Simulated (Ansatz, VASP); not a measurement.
## Two plane-wave programs on La

```
La
1.0
     6.08852    0.00000    0.00000
    -3.04426    5.27282    0.00000
     0.00000    0.00000    3.74156
La
3
Cartesian
  -3.0443 5.2728 0.0000
  0.0000 3.5152 1.8708
  3.0443 1.7576 1.8708
```

Alike in both runs: functional BLYP; k mesh 6 × 6 × 9; occupations fermi-dirac, width 0.1 eV; no spin polarisation.

Ansatz relaxed the structure, and its values are those at the end. VASP's run is a single point on that final structure, the one shown.

```csv
,VASP,Ansatz
version,VASP 6.6.1,Ansatz 0.2.0
potentials or method,"VASP PAW PBE potentials, release 64 (La), cutoff 520 eV","plane waves (420 eV) with PAW, scalar-relativistic"
valence electrons in the cell,33,33
```

|  | VASP | Ansatz | Ansatz less VASP |
| --- | --- | --- | --- |
| pressure (GPa) | 0.0 | 0.0 | +0.03 |

VASP's potentials were made for PBE, not for BLYP. With one functional, cell and mesh, what is left measures potentials, basis and numerics.

Neither program's run includes spin-orbit coupling.
